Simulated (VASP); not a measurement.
# CoO: single point with PBE

CoO:

```
Co O
1.0
     0.00000    2.29580    2.29580
     2.29580    0.00000    2.29580
     2.29580    2.29580    0.00000
Co O
1 1
Direct
  0.00000 0.00000 0.00000
  0.25000 0.25000 0.25000
```

```yaml
Program: VASP 6.6.1
Task: single point
Functional: PBE
Potentials_or_basis: VASP PAW PBE potentials, release 64 (Co, O)
Cutoff: 520 eV
k_mesh: 10 × 10 × 10
Occupations: fermi-dirac, width 0.05 eV
Spin: collinear spin, ferromagnetic start
Starting_moments: "[3.0, 0.0] μB"
Dipole_correction: no
Further_INCAR_settings: ALGO = Normal; EDIFF = 1e-06; NBANDS = 18
```

```json
{
 "Pressure": "-6.9 GPa",
 "Net moment": "2.90 μB per cell",
 "Site moments": "Co +2.49; O +0.32 μB",
 "Valence electrons inside the program's atomic spheres": "Co 7.89; O 4.97"
}
```

Levels at points of the mesh, in eV from the Fermi level:
Spin up:
| k point | band 6 | band 7 | band 8 | band 9 | band 10 | band 11 | band 12 | band 13 |
| --- | --- | --- | --- | --- | --- | --- | --- | --- |
| (0.00, 0.00, 0.00) | -2.19 | 0.11 | 0.16 | 0.16 | 0.16 | 13.80 | 13.80 | 13.80 |
| (0.50, 0.00, 0.00) | -2.16 | -2.16 | -0.61 | -0.61 | 5.50 | 6.81 | 13.27 | 13.27 |
| (0.50, 0.50, 0.00) | -1.91 | -1.80 | -1.80 | -1.54 | 5.06 | 9.45 | 10.89 | 13.80 |
Spin down:
```csv
k point,band 2,band 3,band 4,band 5,band 6,band 7,band 8,band 9,band 10,band 11
"(0.00, 0.00, 0.00)",-4.50,-4.50,-4.50,-0.44,-0.44,0.65,2.58,2.58,2.58,14.29
"(0.50, 0.00, 0.00)",-5.99,-4.31,-4.31,-0.22,-0.22,0.37,1.75,1.75,6.01,7.61
"(0.50, 0.50, 0.00)",-6.05,-4.08,-4.08,-0.54,-0.11,0.05,1.03,1.04,6.07,10.29
```

Wall time 19 s on 1 thread of Intel(R) Xeon(R) 6975P-C (Granite Rapids), with other jobs on the host, peak memory 0.17 GiB.

Caveat: the cell stands under tension; a cell with one magnetic atom can't hold antiferromagnetic order, which such compounds often take; semilocal functionals often make such compounds metallic where correlation or magnetic order opens a gap, which also shifts bond lengths. With open d or f shells a metallic result of PBE can be an artefact of self-interaction; +U or a hybrid may open a gap.
